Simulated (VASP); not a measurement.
# F (C2/m) in VASP: further runs

Runs on F. Level: PBE. Tasks: single point.

Everything below comes from runs of VASP 6.6.1. Logs are shortened: lines on timing, memory, paths and dates and some standing lists are left out, and cuts for length are marked.

**1. The cell of the first run**

It takes space group C2/m (No. 12, monoclinic). The conventional cell has a = 5.388 Å, b = 3.213 Å, c = 7.135 Å, α = 90.00°, β = 102.17°, γ = 90.00°. Within 1.9 Å of F (site symmetry m) lie 1 F at 1.42 Å. Within 1.9 Å of F (site symmetry m) lie 1 F at 1.41 Å.

**2. Single point, PBE**

INCAR reads:

```
SYSTEM = F
PREC     = Accurate       ! precision mode
ENCUT    = 520            ! plane-wave cutoff, eV
EDIFF    = 1E-6           ! SCF threshold, eV
ISMEAR   = -1             ! smearing method
SIGMA    = 0.05           ! smearing width, eV
LREAL    = .FALSE.        ! projectors in reciprocal space
LASPH    = .TRUE.         ! aspherical terms in the spheres
NELM     = 60             ! most SCF steps
ALGO     = Normal         ! electronic algorithm
ISIF     = 2              ! what is computed and relaxed
LWAVE    = .FALSE.        ! write WAVECAR
LCHARG   = .FALSE.        ! write CHGCAR
GGA      = PE             ! functional
NBANDS   = 22             ! bands
```

KPOINTS reads:

```
regular mesh
0
G
  9 9 4
  0 0 0
```

POSCAR reads:

```
F
1.0
    2.6938617990     -1.6065212183      0.0000000000
    2.6938617990      1.6065212183      0.0000000000
   -1.5046559993      0.0000000000      6.9746692878
F
4
Direct
    0.4950000000      0.4950000000      0.4000000000
    0.5050000000      0.5050000000      0.6000000000
    0.9496000000      0.9496000000      0.9004000000
    0.0504000000      0.0504000000      0.0996000000
```

Potentials or basis: VASP PAW PBE potentials, release 64 (F).

Run with:

```console
cat potpaw_PBE.64/F/POTCAR > POTCAR
mpirun -np 1 vasp_std > vasp.out
```

OUTCAR:

```text
SYSTEM = F
   PREC = Accurate
   ENCUT = 520
   EDIFF = 1E-6
   ISMEAR = -1
   LREAL = .FALSE.
   LASPH = .TRUE.
   NELM = 60
   ISIF = 2
   GGA = PE

 ion  position               nearest neighbor table
   1  0.495  0.495  0.400-   2 1.42
   2  0.505  0.505  0.600-   1 1.42
   3  0.950  0.950  0.900-   4 1.41
   4  0.050  0.050  0.100-   3 1.41

  LATTYP: Found a base centered monoclinic cell.
 ALAT       =     5.3877235980
 B/A-ratio  =     0.5963636364
 C/A-ratio  =     1.3243300905
 COS(beta)  =    -0.2108801330

  Lattice vectors:

 A1 = (   2.6938617990,  -1.6065212183,   0.0000000000)
 A2 = (   2.6938617990,   1.6065212183,   0.0000000000)
 A3 = (  -1.5046559993,   0.0000000000,   6.9746692878)

Analysis of symmetry for initial positions (statically):
=====================================================================
 Subroutine PRICEL returns:
 Original cell was already a primitive cell.

 Routine SETGRP: Setting up the symmetry group for a
 base centered monoclinic supercell.

 Subroutine GETGRP returns: Found  4 space group operations
 (whereof  4 operations were pure point group operations)
 out of a pool of  4 trial point group operations.

The static configuration has the point symmetry C_2h.

Analysis of symmetry for dynamics (positions and initial velocities):
=====================================================================
 Subroutine PRICEL returns:
 Original cell was already a primitive cell.

 Routine SETGRP: Setting up the symmetry group for a
 base centered monoclinic supercell.

 Subroutine GETGRP returns: Found  4 space group operations
 (whereof  4 operations were pure point group operations)
 out of a pool of  4 trial point group operations.

The dynamic configuration has the point symmetry C_2h.

 Subroutine INISYM returns: Found  4 space group operations
 (whereof  4 operations are pure point group operations),
 and found     1 'primitive' translations

----------------------------------------------------------------------------------------

                                     Primitive cell

  volume of cell :      60.3692

  direct lattice vectors                    reciprocal lattice vectors
     2.693861799 -1.606521218  0.000000000     0.185607146 -0.311231495  0.040041312
     2.693861799  1.606521218  0.000000000     0.185607146  0.311231495  0.040041312
    -1.504655999  0.000000000  6.974669288     0.000000000  0.000000000  0.143375974

  length of vectors
     3.136527031  3.136527031  7.135124480     0.364579707  0.364579707  0.143375974

  position of ions in fractional coordinates (direct lattice)
     0.495000000  0.495000000  0.400000000
     0.505000000  0.505000000  0.600000000
     0.949600000  0.949600000  0.900400000
     0.050400000  0.050400000  0.099600000

  ion indices of the primitive-cell ions
   primitive index   ion index
                 1           1
                 2           2
                 3           3
                 4           4

----------------------------------------------------------------------------------------

 KPOINTS: regular mesh

Automatic generation of k-mesh.
 Grid dimensions read from file:
 generate k-points for:    9    9    4

 Generating k-lattice:

  Cartesian coordinates                     Fractional coordinates (reciprocal lattice)
     0.020623016 -0.034581277  0.004449035     0.111111111 -0.000000000  0.000000000
     0.020623016  0.034581277  0.004449035    -0.000000000  0.111111111  0.000000000
     0.000000000  0.000000000  0.035843993     0.000000000  0.000000000  0.250000000

  Length of vectors
     0.040508856  0.040508856  0.035843993

  Shift w.r.t. Gamma in fractional coordinates (k-lattice)
     0.000000000  0.000000000  0.000000000

 Subroutine IBZKPT returns following result:
 ===========================================

 Found     95 irreducible k-points:

 Following reciprocal coordinates:
            Coordinates               Weight
  0.000000  0.000000  0.000000      1.000000
  0.111111 -0.000000  0.000000      4.000000
  0.222222  0.000000  0.000000      4.000000
  0.333333  0.000000  0.000000      4.000000
  0.444444  0.000000  0.000000      4.000000
  0.111111  0.111111  0.000000      2.000000
[... 16 lines left out ...]
 -0.333333  0.333333  0.000000      2.000000
  0.444444  0.444444  0.000000      2.000000
 [... further k-points ...]
   k-points           NKPTS =     95   k-points in BZ     NKDIM =     95   number of bands    NBANDS=     22
   number of dos      NEDOS =    301   number of ions     NIONS =      4
   total plane-waves  NPLWV =  31104
   dimension x,y,z NGX =    24 NGY =   24 NGZ =   54
   dimension x,y,z NGXF=    48 NGYF=   48 NGZF=  108
   ions per type =               4
   NGX,Y,Z   is equivalent  to a cutoff of  12.72, 12.72, 12.58 a.u.
   NGXF,Y,Z  is equivalent  to a cutoff of  25.44, 25.44, 25.16 a.u.
 SYSTEM =  F
   PREC   = accura    normal or accurate (medium, high low for compatibility)
   ISTART =      0    job   : 0-new  1-cont  2-samecut
   ICHARG =      2    charge: 1-file 2-atom 10-const
   ISPIN  =      1    spin polarized calculation?
   LNONCOLLINEAR =      F non collinear calculations
   LSORBIT =      F    spin-orbit coupling
   LASPH  =      T    aspherical Exc in radial PAW
   ENCUT  =  520.0 eV  38.22 Ry    6.18 a.u.   5.83  5.83 13.27*2*pi/ulx,y,z
   NELM   =     60;   NELMIN=  2; NELMDL= -5     # of ELM steps
   EDIFF  = 0.1E-05   stopping-criterion for ELM
   LREAL  =      F    real-space projection
   EDIFFG = 0.1E-04   stopping-criterion for IOM
   NSW    =      0    number of steps for IOM
   IBRION =     -1    ionic relax: 0-MD 1-quasi-New 2-CG
   NFREE  =      0    steps in history (QN), initial steepest desc. (CG)
   ISIF   =      2    stress and relaxation
   ISYM   =      2    0-nonsym 1-usesym 2-fastsym
   POTIM  = 0.5000    time-step for ionic-motion
   TEBEG  =    0.0;   TEEND  =   0.0 temperature during run
   PSTRESS=    0.0 pullay stress
   NELECT =      28.0000    total number of electrons
   NUPDOWN=      -1.0000    fix difference up-down
   EMIN   =  10.00;   EMAX   =-10.00  energy-range for DOS
   EFERMI =   0.00;   METHOD = LEGACY
   ISMEAR =    -1;   SIGMA  =   0.05  broadening in eV -4-tet -1-fermi 0-gaus
   EFERMI_NEDOS =   21; number of points for ismear=-14 and -15
   IALGO  =     38    algorithm
   IMIX   =      4    mixing-type and parameters
     AMIX     =   0.40;   BMIX     =  1.00
     AMIX_MAG =   1.60;   BMIX_MAG =  1.00
  volume/ion in A,a.u.               =      15.09       101.85
  Fermi-wavevector in a.u.,A,eV,Ry     =   1.267231  2.394719 21.849240  1.605874
  Thomas-Fermi vector in A             =   2.400390
   LORBIT       =      0    0 simple, 1 ext, 2 COOP (PROOUT), +10 PAW based schemes
   GGA     = PE    functional components
   LHFCALC =     F    Hartree Fock is set to
   AEXX    =    0.0000 exact exchange contribution
   IVDW    =     0    specifies the selected vdW correction
   LEPSILON=     F    determine dielectric tensor
   LRPA    =     F    only Hartree local field effects (RPA)
 non-spin polarized calculation
  energy-cutoff  :      520.00
  volume of cell :       60.37
 maximum number of plane-waves:      1638
   NGX = 11   NGY = 11   NGZ = 27

 number of electron      28.0000007 magnetization

 Free energy of the ion-electron system (eV)
  ---------------------------------------------------
  ext. energy  EPLUGINS =         0.00000000
  ---------------------------------------------------
  free energy    TOTEN  =        -7.25894637 eV

  energy without entropy =       -7.25894637  energy(sigma->0) =       -7.25894637

 E-fermi :  -3.5900     XC(G=0):  -7.8822

 val. band max:       -4.7795716342   @ k =   0.0000   0.0000   0.0000
 cond. band min:      -2.2500655214   @ k =   0.0000   0.0000   0.0000
 fundamental gap:      2.5295061128
 Fermi energy:        -3.5899986942

 k-point     1 :       0.0000    0.0000    0.0000
  band No.  band energies     occupation
      1     -29.9071      2.00000
      2     -29.7429      2.00000
      3     -23.6973      2.00000
      4     -23.2928      2.00000
      5     -11.6619      2.00000
      6     -10.6685      2.00000
[... 14 lines left out ...]
     21      14.4670      0.00000
     22      17.3061      0.00000

 k-point     2 :       0.1111   -0.0000    0.0000
  band No.  band energies     occupation
      1     -29.8925      2.00000
      2     -29.7338      2.00000
      3     -23.6748      2.00000
      4     -23.2947      2.00000
      5     -11.6291      2.00000
      6     -10.6917      2.00000
[... 14 lines left out ...]
     21      14.8962      0.00000
     22      15.8116      0.00000

 k-point     3 :       0.2222    0.0000    0.0000
  band No.  band energies     occupation
      1     -29.8548      2.00000
      2     -29.7115      2.00000
      3     -23.6136      2.00000
      4     -23.3035      2.00000
      5     -11.5357      2.00000
      6     -10.7625      2.00000
[... 14 lines left out ...]
     21      14.2609      0.00000
     22      14.9417      0.00000

 k-point     4 :       0.3333    0.0000    0.0000
  band No.  band energies     occupation
      1     -29.8102      2.00000
      2     -29.6868      2.00000
      3     -23.5301      2.00000
      4     -23.3271      2.00000
      5     -11.3945      2.00000
      6     -10.8814      2.00000
[... 14 lines left out ...]
     21      13.1739      0.00000
     22      14.2290      0.00000

 k-point     5 :       0.4444    0.0000    0.0000
  band No.  band energies     occupation
      1     -29.7800      2.00000
      2     -29.6716      2.00000
      3     -23.4449      2.00000
      4     -23.3729      2.00000
      5     -11.2245      2.00000
      6     -11.0398      2.00000
[... 14 lines left out ...]
     21      11.7465      0.00000
     22      12.7125      0.00000

 k-point     6 :       0.1111    0.1111    0.0000
  band No.  band energies     occupation
      1     -29.8908      2.00000
      2     -29.7323      2.00000
      3     -23.6739      2.00000
      4     -23.2944      2.00000
      5     -11.6266      2.00000
      6     -10.6919      2.00000
[... 14 lines left out ...]
     21      15.1733      0.00000
     22      16.3589      0.00000

 k-point     7 :       0.2222    0.1111    0.0000
  band No.  band energies     occupation
      1     -29.8634      2.00000
      2     -29.7153      2.00000
      3     -23.6318      2.00000
      4     -23.2990      2.00000
      5     -11.5625      2.00000
      6     -10.7369      2.00000
[... 324 lines left out ...]
      6     -10.8195      2.00000
[... 14 lines left out ...]
     21      12.5207      0.00000
     22      14.3034      0.00000

 k-point    21 :       0.4444    0.3333    0.0000
  band No.  band energies     occupation
      1     -29.7805      2.00000
      2     -29.6583      2.00000
      3     -23.5064      2.00000
      4     -23.3117      2.00000
      5     -11.3451      2.00000
      6     -10.8668      2.00000
[... 14 lines left out ...]
     21      11.8551      0.00000
     22      14.4720      0.00000

 k-point    22 :      -0.4444    0.3333    0.0000
  band No.  band energies     occupation
      1     -29.7627      2.00000
      2     -29.6495      2.00000
      3     -23.4594      2.00000
      4     -23.3335      2.00000
      5     -11.2527      2.00000
      6     -10.9466      2.00000
[... 14 lines left out ...]
     21      11.9493      0.00000
     22      13.9343      0.00000

 k-point    23 :      -0.3333    0.3333    0.0000
  band No.  band energies     occupation
      1     -29.7577      2.00000
      2     -29.6506      2.00000
      3     -23.4147      2.00000
      4     -23.3707      2.00000
      5     -11.1553      2.00000
      6     -11.0529      2.00000
[... 14 lines left out ...]
     21      12.2890      0.00000
     22      12.7899      0.00000

 k-point    24 :       0.4444    0.4444    0.0000
  band No.  band energies     occupation
      1     -29.7723      2.00000
      2     -29.6504      2.00000
      3     -23.4995      2.00000
      4     -23.3071      2.00000
      5     -11.3306      2.00000
      6     -10.8639      2.00000
[... 14 lines left out ...]
     21      11.7099      0.00000
     22      14.3914      0.00000

 [... further k-points ...]
[... 5 lines left out ...]
  --------------------------------------------------------------------------------------
  -------------------------------------------------------------------------------------
  Total        0.3041086      0.2329731      1.5837429      0.0000000      0.0000000      0.0268343
  in kB        8.0709362      6.1830240     42.0319819      0.0000000      0.0000000      0.7121720
  external PRESSURE =      18.7619807 kB  Pullay stress =       0.0000000 kB

 VOLUME and BASIS-vectors are now :
 -----------------------------------------------------------------------------
  energy-cutoff  :      520.00
  volume of cell :       60.37
      direct lattice vectors                 reciprocal lattice vectors
     2.693861799 -1.606521218  0.000000000     0.185607146 -0.311231495  0.040041312
     2.693861799  1.606521218  0.000000000     0.185607146  0.311231495  0.040041312
    -1.504655999  0.000000000  6.974669288     0.000000000  0.000000000  0.143375974

 POSITION                                       TOTAL-FORCE (eV/Angst)
 -----------------------------------------------------------------------------------
      2.06506      0.00000      2.78987         0.061987      0.000000     -0.366937
      1.81801      0.00000      4.18480        -0.061987      0.000000      0.366937
      3.76139      0.00000      6.27999        -0.116530      0.000000     -0.572498
      0.12168      0.00000      0.69468         0.116530      0.000000      0.572498
 -----------------------------------------------------------------------------------
    total drift:                                0.000000     -0.000000      0.000000

  FREE ENERGIE OF THE ION-ELECTRON SYSTEM (eV)
  ---------------------------------------------------
  free  energy   TOTEN  =        -7.2589463653 eV

  energy  without entropy=       -7.2589463652  energy(sigma->0) =       -7.25894637
```

Wall time 2.1 min (1 thread of Oxide Virtual Turin-like, shared host); peak memory 0.19 GiB.

Results:

| Property | Result |
| --- | --- |
| Free energy | -7.2589 eV |
| Pressure | 1.9 GPa |
| Largest force | 0.584 eV/Å |
| Band gap on the k mesh | 2.53 eV, direct |

Forces in eV/Å, atoms in the order of the input:
```
F    0.062  0.000 -0.367
F   -0.062  0.000  0.367
F   -0.117  0.000 -0.572
F    0.117  0.000  0.572
```

Levels at points of the mesh, in eV from the valence-band top:
```
           k point  band 11  band 12  band 13  band 14  band 15  band 16  band 17  band 18
(0.00, 0.00, 0.00)    -0.28    -0.21    -0.09     0.00     2.53     3.74     9.23    11.22
(0.00, 0.00, 0.50)    -0.15    -0.15    -0.14    -0.13     3.09     3.16    10.01    10.03
```

**3. Single point, PBE**

This run uses another cell than the first one, of 15.41 Å³/atom, 1.021 times its volume.

INCAR reads:

```
SYSTEM = F
  ALGO = Normal
  EDIFF = 1E-6
  ENCUT = 520
  GGA = PE
  ISIF = 2
  ISMEAR = -1
  LASPH = .True.
  LCHARG = .False.
  LREAL = .False.
  LWAVE = .False.
  NBANDS = 22
  NELM = 100
  PREC = Accurate
  SIGMA = 0.05
```

KPOINTS reads:

```
k-points
0
Gamma
  9 9 4
  0 0 0
```

POSCAR reads:

```
F
1.0
    2.7128332818     -1.6178351208      0.0000000000
    2.7128332818      1.6178351208      0.0000000000
   -1.5152525174      0.0000000000      7.0237882955
F
4
Direct
    0.4950000000      0.4950000000      0.4000000000
    0.5050000000      0.5050000000      0.6000000000
    0.9496000000      0.9496000000      0.9004000000
    0.0504000000      0.0504000000      0.0996000000
```

Potentials or basis: VASP PAW PBE potentials, release 64 (F).

Run with:

```console
cat potpaw_PBE.64/F/POTCAR > POTCAR
mpirun -np 1 vasp_std > vasp.out
```

Wall time 1.8 min (1 thread of Oxide Virtual Turin-like, shared host); peak memory 0.19 GiB.

It converged, with:

| Item | Value |
| --- | --- |
| Free energy | -7.2741 eV |
| Pressure | 0.8 GPa |
| Largest force | 0.227 eV/Å |
| Band gap on the k mesh | 2.44 eV, direct |

Forces on the atoms (eV/Å):
```
F    0.001  0.000 -0.027
F   -0.001  0.000  0.027
F   -0.052  0.000 -0.221
F    0.052  0.000  0.221
```

Stress tensor (GPa, compression positive):
```
0.57 0.00 0.07
0.00 0.46 0.00
0.07 0.00 1.38
```

Levels at points of the mesh, in eV from the valence-band top:
```csv
k point,band 11,band 12,band 13,band 14,band 15,band 16,band 17,band 18
"(0.00, 0.00, 0.00)",-0.27,-0.20,-0.08,0.00,2.44,3.61,9.21,11.22
"(0.00, 0.00, 0.50)",-0.15,-0.14,-0.14,-0.13,2.98,3.05,9.99,10.00
```

**4. Single point, PBE**

This run uses another cell than the first one, of 15.73 Å³/atom, 1.043 times its volume.

INCAR reads:

```
PREC     = Accurate       # precision mode
ENCUT    = 520            # plane-wave cutoff, eV
EDIFF    = 1E-7           # SCF threshold, eV
ISMEAR   = -1             # smearing method
SIGMA    = 0.05           # smearing width, eV
LREAL    = F              # projectors in reciprocal space
LASPH    = T              # aspherical terms in the spheres
NELM     = 80             # most SCF steps
ALGO     = Normal         # electronic algorithm
ISIF     = 2              # what is computed and relaxed
LWAVE    = F              # write WAVECAR
LCHARG   = F              # write CHGCAR
GGA      = PE             # functional
NBANDS   = 22             # bands
```

KPOINTS reads:

```
Automatic mesh
0
Gamma
  9 9 4
```

POSCAR reads:

```
F
1.0
    2.7315430680     -1.6289929569      0.0000000000
    2.7315430680      1.6289929569      0.0000000000
   -1.5257028650      0.0000000000      7.0722297455
F
4
Direct
    0.4950000000      0.4950000000      0.4000000000
    0.5050000000      0.5050000000      0.6000000000
    0.9496000000      0.9496000000      0.9004000000
    0.0504000000      0.0504000000      0.0996000000
```

Run with:

```console
cat potpaw_PBE.64/F/POTCAR > POTCAR
mpirun -np 1 vasp_std > vasp.out
```

Run time: 1.8 min. Hardware: 1 thread of Oxide Virtual Turin-like, shared host; peak memory 0.19 GiB.

It converged, with:

| Quantity | Value |
| --- | --- |
| Free energy | -7.2811 eV |
| Pressure | -0.1 GPa |
| Largest force | 0.295 eV/Å |
| Band gap on the k mesh | 2.36 eV, direct |

Forces on the atoms (eV/Å):
```
F   -0.056  0.000  0.289
F    0.056  0.000 -0.289
F    0.008  0.000  0.106
F   -0.008  0.000 -0.106
```

Stress tensor (GPa, compression positive):
```
 0.37  0.00  0.08
 0.00  0.34  0.00
 0.08  0.00 -1.15
```

Levels at points of the mesh, in eV from the valence-band top:
```
           k point  band 11  band 12  band 13  band 14  band 15  band 16  band 17  band 18
(0.00, 0.00, 0.00)    -0.26    -0.19    -0.08     0.00     2.36     3.49     9.19    11.22
(0.00, 0.00, 0.50)    -0.14    -0.14    -0.13    -0.12     2.88     2.95     9.96     9.98
```

(Continued in part 2 of 2.)
